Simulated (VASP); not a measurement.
Write the native input for VASP 6.6.1 that does the following.

```
Task                   : single point
Functional             : RPBE
Dispersion             : D3(BJ)
Potentials or basis    : VASP PAW PBE potentials, release 64 (Zn, O_h)
Cutoff                 : 1340 eV
k mesh                 : 9 × 9 × 5
Occupations            : fermi-dirac, width 0.05 eV
Spin                   : no spin polarisation
Dipole correction      : no
Further INCAR settings : ALGO = Normal; EDIFF = 1e-06; NBANDS = 26
```

The structure of ZnO lies in POSCAR:

```
ZnO
1.0
    3.2079207526      0.0000000000      0.0000000000
   -1.6039603763      2.7781408651      0.0000000000
    0.0000000000      0.0000000000      5.1262677651
Zn O
2 2
Direct
    0.6666666667      0.3333333333     -0.0016511463
    0.3333333333      0.6666666667      0.4983488537
    0.3333333333      0.6666666667      0.8806611463
    0.6666666667      0.3333333333      0.3806611463
```

One way to write it, as run:

INCAR

```
SYSTEM = ZnO
ALGO     = Normal         ! electronic algorithm
EDIFF    = 1E-6           ! SCF threshold, eV
ENCUT    = 1340           ! plane-wave cutoff, eV
GGA      = RP             ! functional
GGA_COMPAT= .FALSE.      
ISIF     = 2              ! what is computed and relaxed
ISMEAR   = -1             ! smearing method
IVDW     = 12             ! dispersion correction
LASPH    = .TRUE.         ! aspherical terms in the spheres
LCHARG   = .FALSE.        ! write CHGCAR
LREAL    = .FALSE.        ! projectors in reciprocal space
LWAVE    = .FALSE.        ! write WAVECAR
NBANDS   = 26             ! bands
NELM     = 120            ! most SCF steps
PREC     = Accurate       ! precision mode
SIGMA    = 0.05           ! smearing width, eV
```

KPOINTS

```
k-points
0
G
  9 9 5
  0 0 0
```

Potentials or basis: VASP PAW PBE potentials, release 64 (Zn, O_h).

The run is started by

```sh
$ cat potpaw_PBE.64/Zn/POTCAR potpaw_PBE.64/O_h/POTCAR > POTCAR
$ mpirun -np 1 vasp_std > vasp.out
```

It gave:

- Pressure: 1.2 GPa
- Band gap on the k mesh: 0.94 eV
- Dispersion energy per atom: -0.885 eV

Caveat: the PAW data sets were made with another functional, which shifts forces and pressure a little.

Run time: 2.8 min on 1 thread of Intel(R) Xeon(R) Platinum 8259CL CPU @ 2.50GHz (Skylake/Cascade Lake), with other jobs on the host, peak memory 0.4 GiB.
